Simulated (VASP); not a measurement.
# Ta2N (P-3m1) in VASP: single point with PBEsol

Aim: the single point of Ta2N with PBEsol.

Program: VASP 6.6.1. These are calculated values, not measurements. Logs are shortened: lines on timing, memory, paths and dates and some standing lists are left out, and cuts for length are marked.

### Step 1. The cell of the first run

The structure is trigonal, space group P-3m1 (No. 164). The conventional cell has a = 3.113 Å, b = 3.113 Å, c = 4.870 Å, α = 90.00°, β = 90.00°, γ = 120.00°. Within 3.2 Å of Ta (site symmetry 3m) lie 3 N at 2.18 Å and 12 Ta at 2.99 to 3.11 Å. Within 2.9 Å of N (site symmetry -3m) lie 6 Ta at 2.18 Å.

### Step 2. Single point, PBEsol

Input file INCAR:

```
PREC = Accurate
ENCUT = 700
EDIFF = 1E-6
ISMEAR = 1
SIGMA = 0.1
LREAL = F
LASPH = T
NELM = 120
ALGO = Normal
ISIF = 2
LWAVE = F
LCHARG = F
GGA = PS
NBANDS = 20
ISYM = -1
GGA_COMPAT = F
```

Input file KPOINTS:

```
explicit points
203
Reciprocal
  0.05555556   0.05555556   0.10000000 2
  0.05555556   0.05555556   0.30000000 2
  0.05555556   0.05555556   0.50000000 2
  0.05555556   0.05555556   0.70000000 2
  0.05555556   0.05555556   0.90000000 2
  0.05555556   0.16666667   0.10000000 2
[... 195 lines left out ...]
  0.50000000   0.50000000   0.30000000 2
  0.50000000   0.50000000   0.50000000 1
```

Input file POSCAR:

```
Ta2N
1.0
    3.1128615100      0.0000000000      0.0000000000
   -1.5564307500      2.6958171400      0.0000000000
    0.0000000000      0.0000000000      4.8698410000
Ta N
2 1
Direct
    0.6666666703      0.3333333321      0.7452890002
    0.3333333283      0.6666666716      0.2547109998
    0.0000000000      0.0000000000      0.0000000000
```

Potentials or basis: VASP PAW PBE potentials, release 64 (Ta_pv, N).

Command:

```sh
cat potpaw_PBE.64/Ta_pv/POTCAR potpaw_PBE.64/N/POTCAR > POTCAR
mpirun -np 1 vasp_std > vasp.out
```

OUTCAR:

```text
PREC = Accurate
   ENCUT = 700
   EDIFF = 1E-6
   ISMEAR = 1
   LREAL = F
   LASPH = T
   NELM = 120
   ISIF = 2
   GGA = PS
   ISYM = -1

 ion  position               nearest neighbor table
   1  0.667  0.333  0.745-   3 2.18   3 2.18   3 2.18   2 2.99   2 2.99   2 2.99   2 3.06   2 3.06
                             2 3.06
   2  0.333  0.667  0.255-   3 2.18   3 2.18   3 2.18   1 2.99   1 2.99   1 2.99   1 3.06   1 3.06
                             1 3.06
   3  0.000  0.000  0.000-   2 2.18   1 2.18   1 2.18   2 2.18   1 2.18   2 2.18

IMPORTANT INFORMATION: All symmetrisations will be switched off!
NOSYMM: (Re-)initialisation of all symmetry stuff for point group C_1.

----------------------------------------------------------------------------------------

                                     Primitive cell

  volume of cell :      40.8663

  direct lattice vectors                    reciprocal lattice vectors
     3.112861510  0.000000000  0.000000000     0.321247828  0.185472520  0.000000000
    -1.556430750  2.695817140  0.000000000     0.000000000  0.370945041  0.000000000
     0.000000000  0.000000000  4.869841000     0.000000000  0.000000000  0.205345513

  length of vectors
     3.112861510  3.112861502  4.869841000     0.370945040  0.370945041  0.205345513

  position of ions in fractional coordinates (direct lattice)
     0.666666670  0.333333332  0.745289000
     0.333333328  0.666666672  0.254711000
     0.000000000  0.000000000  0.000000000

  ion indices of the primitive-cell ions
   primitive index   ion index
                 1           1
                 2           2
                 3           3

----------------------------------------------------------------------------------------

 KPOINTS: explicit points

Read explicit list of k-points.

 Found    203 k-points:

 Following reciprocal coordinates:
            Coordinates               Weight
  0.055556  0.055556  0.100000      0.004938
  0.055556  0.055556  0.300000      0.004938
  0.055556  0.055556  0.500000      0.004938
  0.055556  0.055556  0.700000      0.004938
  0.055556  0.055556  0.900000      0.004938
  0.055556  0.166667  0.100000      0.004938
[... 16 lines left out ...]
  0.055556  0.500000  0.500000      0.004938
  0.055556  0.500000  0.700000      0.004938
 [... further k-points ...]
   k-points           NKPTS =    203   k-points in BZ     NKDIM =    203   number of bands    NBANDS=     20
   number of dos      NEDOS =    301   number of ions     NIONS =      3
   total plane-waves  NPLWV =  32928
   dimension x,y,z NGX =    28 NGY =   28 NGZ =   42
   dimension x,y,z NGXF=    56 NGYF=   56 NGZF=   84
   ions per type =               2   1
   NGX,Y,Z   is equivalent  to a cutoff of  14.95, 14.95, 14.34 a.u.
   NGXF,Y,Z  is equivalent  to a cutoff of  29.91, 29.91, 28.68 a.u.
 SYSTEM =  unknown system
   PREC   = accura    normal or accurate (medium, high low for compatibility)
   ISTART =      0    job   : 0-new  1-cont  2-samecut
   ICHARG =      2    charge: 1-file 2-atom 10-const
   ISPIN  =      1    spin polarized calculation?
   LNONCOLLINEAR =      F non collinear calculations
   LSORBIT =      F    spin-orbit coupling
   LASPH  =      T    aspherical Exc in radial PAW
   ENCUT  =  700.0 eV  51.45 Ry    7.17 a.u.   6.72  6.72 10.51*2*pi/ulx,y,z
   NELM   =    120;   NELMIN=  2; NELMDL= -5     # of ELM steps
   EDIFF  = 0.1E-05   stopping-criterion for ELM
   LREAL  =      F    real-space projection
   EDIFFG = 0.1E-04   stopping-criterion for IOM
   NSW    =      0    number of steps for IOM
   IBRION =     -1    ionic relax: 0-MD 1-quasi-New 2-CG
   NFREE  =      0    steps in history (QN), initial steepest desc. (CG)
   ISIF   =      2    stress and relaxation
   ISYM   =     -1    0-nonsym 1-usesym 2-fastsym
   POTIM  = 0.5000    time-step for ionic-motion
   TEBEG  =    0.0;   TEEND  =   0.0 temperature during run
   PSTRESS=    0.0 pullay stress
   NELECT =      27.0000    total number of electrons
   NUPDOWN=      -1.0000    fix difference up-down
   EMIN   =  10.00;   EMAX   =-10.00  energy-range for DOS
   EFERMI =   0.00;   METHOD = LEGACY
   ISMEAR =     1;   SIGMA  =   0.10  broadening in eV -4-tet -1-fermi 0-gaus
   EFERMI_NEDOS =   21; number of points for ismear=-14 and -15
   IALGO  =     38    algorithm
   IMIX   =      4    mixing-type and parameters
     AMIX     =   0.40;   BMIX     =  1.00
     AMIX_MAG =   1.60;   BMIX_MAG =  1.00
  volume/ion in A,a.u.               =      13.62        91.93
  Fermi-wavevector in a.u.,A,eV,Ry     =   1.425852  2.694469 27.661374  2.033054
  Thomas-Fermi vector in A             =   2.546192
   LORBIT       =      0    0 simple, 1 ext, 2 COOP (PROOUT), +10 PAW based schemes
   GGA     = PS    functional components
   LHFCALC =     F    Hartree Fock is set to
   AEXX    =    0.0000 exact exchange contribution
   IVDW    =     0    specifies the selected vdW correction
   LEPSILON=     F    determine dielectric tensor
   LRPA    =     F    only Hartree local field effects (RPA)
 non-spin polarized calculation
 Methfessel and Paxton  Order N= 1 SIGMA  =   0.10
  energy-cutoff  :      700.00
  volume of cell :       40.87
 maximum number of plane-waves:      1736
 NGX is ok and might be reduce to    28
   NGX = 13   NGY = 13   NGZ = 21

 number of electron      26.9999999 magnetization

 Free energy of the ion-electron system (eV)
  ---------------------------------------------------
  ext. energy  EPLUGINS =         0.00000000
  ---------------------------------------------------
  free energy    TOTEN  =       -36.47089469 eV

  energy without entropy =      -36.46972421  energy(sigma->0) =      -36.47050453

 E-fermi :   7.2741     XC(G=0): -12.9755

 val. band max:        7.2710994128   @ k =   0.3889   0.2778   0.5000
 cond. band min:       7.2858381766   @ k =   0.2778   0.0556   0.5000
 fundamental gap:      0.0147387638
 Fermi energy:         7.2741400747

 k-point     1 :       0.0556    0.0556    0.1000
  band No.  band energies     occupation
      1     -28.2864      2.00000
      2     -27.6643      2.00000
      3     -27.6365      2.00000
      4     -27.5495      2.00000
      5     -27.4991      2.00000
      6     -27.4011      2.00000
[... 12 lines left out ...]
     19       9.3423      0.00000
     20      11.8591      0.00000

 k-point     2 :       0.0556    0.0556    0.3000
  band No.  band energies     occupation
      1     -28.1386      2.00000
      2     -27.6572      2.00000
      3     -27.6274      2.00000
      4     -27.6052      2.00000
      5     -27.5243      2.00000
      6     -27.5034      2.00000
[... 12 lines left out ...]
     19      10.0775      0.00000
     20      10.4163      0.00000

 k-point     3 :       0.0556    0.0556    0.5000
  band No.  band energies     occupation
      1     -27.9291      2.00000
      2     -27.8494      2.00000
      3     -27.5843      2.00000
      4     -27.5759      2.00000
      5     -27.5746      2.00000
      6     -27.5547      2.00000
[... 12 lines left out ...]
     19      10.2134      0.00000
     20      10.3182      0.00000

 k-point     4 :       0.0556    0.0556    0.7000
  band No.  band energies     occupation
      1     -28.1386      2.00000
      2     -27.6572      2.00000
      3     -27.6274      2.00000
      4     -27.6052      2.00000
      5     -27.5243      2.00000
      6     -27.5034      2.00000
[... 12 lines left out ...]
     19      10.0775      0.00000
     20      10.4163      0.00000

 k-point     5 :       0.0556    0.0556    0.9000
  band No.  band energies     occupation
      1     -28.2864      2.00000
      2     -27.6643      2.00000
      3     -27.6365      2.00000
      4     -27.5495      2.00000
      5     -27.4991      2.00000
      6     -27.4011      2.00000
[... 12 lines left out ...]
     19       9.3423      0.00000
     20      11.8591      0.00000

 k-point     6 :       0.0556    0.1667    0.1000
  band No.  band energies     occupation
      1     -28.2121      2.00000
      2     -27.8129      2.00000
      3     -27.7317      2.00000
      4     -27.6549      2.00000
      5     -27.5244      2.00000
      6     -27.4313      2.00000
[... 12 lines left out ...]
     19      11.0632      0.00000
     20      11.4101      0.00000

 k-point     7 :       0.0556    0.1667    0.3000
  band No.  band energies     occupation
      1     -28.1298      2.00000
      2     -27.8082      2.00000
      3     -27.7265      2.00000
      4     -27.6491      2.00000
      5     -27.5602      2.00000
      6     -27.5042      2.00000
[... 12 lines left out ...]
     19      10.3614      0.00000
     20      11.7438      0.00000
[... 277 lines left out ...]
 k-point    20 :       0.0556    0.3889    0.9000
  band No.  band energies     occupation
      1     -28.1998      2.00000
      2     -28.0381      2.00000
      3     -27.9210      2.00000
      4     -27.7996      2.00000
      5     -27.5785      2.00000
      6     -27.5592      2.00000
[... 12 lines left out ...]
     19      11.5959      0.00000
     20      12.0501      0.00000

 k-point    21 :       0.0556    0.5000    0.1000
  band No.  band energies     occupation
      1     -28.2404      2.00000
      2     -28.0541      2.00000
      3     -27.8886      2.00000
      4     -27.8086      2.00000
      5     -27.5976      2.00000
      6     -27.5760      2.00000
[... 12 lines left out ...]
     19      11.7008      0.00000
     20      12.1199      0.00000

 k-point    22 :       0.0556    0.5000    0.3000
  band No.  band energies     occupation
      1     -28.2829      2.00000
      2     -28.1682      2.00000
      3     -27.7961      2.00000
      4     -27.7202      2.00000
      5     -27.6347      2.00000
      6     -27.5559      2.00000
[... 12 lines left out ...]
     19      12.1566      0.00000
     20      12.9367      0.00000

 k-point    23 :       0.0556    0.5000    0.5000
  band No.  band energies     occupation
      1     -28.2875      2.00000
      2     -28.2409      2.00000
      3     -27.7158      2.00000
      4     -27.7105      2.00000
      5     -27.6047      2.00000
      6     -27.5941      2.00000
[... 12 lines left out ...]
     19      11.8082      0.00000
     20      13.5432      0.00000

 k-point    24 :       0.0556    0.5000    0.7000
  band No.  band energies     occupation
      1     -28.2966      2.00000
      2     -28.1554      2.00000
      3     -27.7920      2.00000
      4     -27.7149      2.00000
      5     -27.6386      2.00000
      6     -27.5603      2.00000
[... 12 lines left out ...]
     19      11.8108      0.00000
     20      13.2029      0.00000

 [... further k-points ...]

------------------------ aborting loop because EDIFF is reached ----------------------------------------

  FORCE on cell =-STRESS in cart. coord.  units (eV):
  Direction    XX          YY          ZZ          XY          YZ          ZX
  --------------------------------------------------------------------------------------
  -------------------------------------------------------------------------------------
  Total       -2.3148209     -2.2592296     -2.1501947      0.0481423     -0.0008663      0.0015004
  in kB      -90.7534115    -88.5739350    -84.2991822      1.8874353     -0.0339645      0.0588251
  external PRESSURE =     -87.8755096 kB  Pullay stress =       0.0000000 kB

 VOLUME and BASIS-vectors are now :
 -----------------------------------------------------------------------------
  energy-cutoff  :      700.00
  volume of cell :       40.87
      direct lattice vectors                 reciprocal lattice vectors
     3.112861510  0.000000000  0.000000000     0.321247828  0.185472520  0.000000000
    -1.556430750  2.695817140  0.000000000     0.000000000  0.370945041  0.000000000
     0.000000000  0.000000000  4.869841000     0.000000000  0.000000000  0.205345513

 POSITION                                       TOTAL-FORCE (eV/Angst)
 -----------------------------------------------------------------------------------
      1.55643      0.89861      3.62944        -0.006622      0.003823      0.265499
     -0.00000      1.79721      1.24040         0.006621     -0.003823     -0.265546
      0.00000      0.00000      0.00000         0.000001     -0.000000      0.000047
 -----------------------------------------------------------------------------------
    total drift:                                0.000000      0.000001      0.000002

  FREE ENERGIE OF THE ION-ELECTRON SYSTEM (eV)
  ---------------------------------------------------
  free  energy   TOTEN  =       -36.4708946925 eV

  energy  without entropy=      -36.4697242087  energy(sigma->0) =      -36.47050453
```

It took 3.2 min on 1 thread of Intel Xeon Platinum 8259CL at 2.50GHz (Skylake/Cascade Lake), shared host; peak memory 0.35 GiB.

What came out:

- Free energy: -36.4709 eV
- Pressure: -8.8 GPa
- Largest force: 0.266 eV/Å
- Band gap on the k mesh: zero (an odd number of electrons rules out a gap without spin polarisation)

Forces on the atoms (eV/Å):
```
Ta  -0.007  0.004  0.265
Ta   0.007 -0.004 -0.266
N    0.000  0.000  0.000
```

Stress tensor (GPa, compression positive):
```
-9.08  0.19  0.01
 0.19 -8.86  0.00
 0.01  0.00 -8.43
```

Caveat: the cell stands under tension; the PAW data sets were made with another functional, which shifts forces and pressure a little; spin-orbit coupling is left out, which moves the levels of the heavy elements.
